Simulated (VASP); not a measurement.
Write the native input for VASP 6.6.1 that does the following.

```
Task                               : single point
Functional                         : HSE06
Potentials or basis                : VASP PAW PBE potentials, release 64 (Li_sv, H)
Cutoff                             : 520 eV
k mesh                             : 6 × 6 × 6
Occupations                        : fermi-dirac, width 0.05 eV
Spin                               : no spin polarisation
Dipole correction                  : no
Grid for exact exchange (PRECFOCK) : Normal
Further INCAR settings             : ALGO = Normal; EDIFF = 1e-06; NBANDS = 9
Screening parameter                : 0.2079 1/Å
```

Crystal: LiH.

```xyz
2
Lattice="0.0000 1.9952 1.9952 1.9952 0.0000 1.9952 1.9952 1.9952 0.0000" Properties=species:S:1:pos:R:3 pbc="T T T"
Li    0.0000    0.0000    0.0000
H     1.9952    1.9952    1.9952
```

One way to write it, as run:

POSCAR

```
LiH
1.0
    0.0000000000      1.9951720069      1.9951720069
    1.9951720069      0.0000000000      1.9951720069
    1.9951720069      1.9951720069      0.0000000000
Li H
1 1
Direct
    0.0000000000      0.0000000000      0.0000000000
    0.5000000000      0.5000000000      0.5000000000
```

INCAR.step1

```
SYSTEM = LiH
PREC = Accurate
ENCUT = 520
EDIFF = 1E-5
ISMEAR = -1
SIGMA = 0.05
LREAL = .False.
LASPH = .True.
NELM = 100
ALGO = Normal
ISIF = 2
LWAVE = .True.
LCHARG = .False.
GGA = PE
NBANDS = 9
```

INCAR.step2

```
SYSTEM = LiH
PREC = Accurate
ENCUT = 520
EDIFF = 1E-6
ISMEAR = -1
SIGMA = 0.05
LREAL = .False.
LASPH = .True.
NELM = 100
ALGO = Normal
ISIF = 2
LWAVE = .False.
LCHARG = .False.
GGA = PE
LHFCALC = .True.
HFSCREEN = 0.2079
PRECFOCK = Normal
ISTART = 1
NBANDS = 9
```

KPOINTS

```
regular mesh
0
Gamma
  6 6 6
  0 0 0
```

Potentials or basis: VASP PAW PBE potentials, release 64 (Li_sv, H).

Launch:

```bash
$ cat potpaw_PBE.64/Li_sv/POTCAR potpaw_PBE.64/H/POTCAR > POTCAR
$ cp INCAR.step1 INCAR
$ mpirun -np 1 vasp_std > vasp.out
$ cp INCAR.step2 INCAR
$ mpirun -np 1 vasp_std > vasp.out
```

Results of the run:

```json
{"Band gap on the k mesh": "3.96 eV, direct"}
```

Caveat: the k points lie up to 0.45 Å⁻¹ apart.

Wall time 43 s on 1 thread of Intel(R) Xeon(R) Platinum 8259CL CPU @ 2.50GHz (Skylake/Cascade Lake), on a shared host, peak memory 0.23 GiB.
